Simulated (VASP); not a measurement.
Runs of VASP 6.6.1 on P. The structure is that of space group P6/mmm (No. 191), or close to it. The cells are those of the table. 

```csv
cell,gap on the mesh (eV),work function (eV)
"a = 3.449, b = 3.449, c = 28.000 Å, angles 90.0, 90.0, 120.0°, 2 atoms",none,-
"a = 3.073, b = 3.073, c = 28.000 Å, angles 90.0, 90.0, 120.0°, 2 atoms",none,-
"a = 3.010, b = 3.010, c = 28.000 Å, angles 90.0, 90.0, 120.0°, 2 atoms",none,-
"a = 3.324, b = 3.324, c = 28.000 Å, angles 90.0, 90.0, 120.0°, 2 atoms",none,-
"a = 3.261, b = 3.261, c = 28.000 Å, angles 90.0, 90.0, 120.0°, 2 atoms",none,-
"a = 3.198, b = 3.198, c = 28.000 Å, angles 90.0, 90.0, 120.0°, 2 atoms",none,(a)
"a = 3.387, b = 3.387, c = 28.000 Å, angles 90.0, 90.0, 120.0°, 2 atoms",none,4.10
```

Alike in all rows: task single point; level PBE+D3(BJ); potentials or basis VASP PAW PBE potentials, release 64 (P); no spin polarisation; k mesh 9 × 9 × 1; cutoff (eV) 520; smearing gaussian 0.02 eV.

Task: Estimate the missing entries.

Result: (a) 3.51.

A gap of «none» marks levels without a gap at the run's occupations.
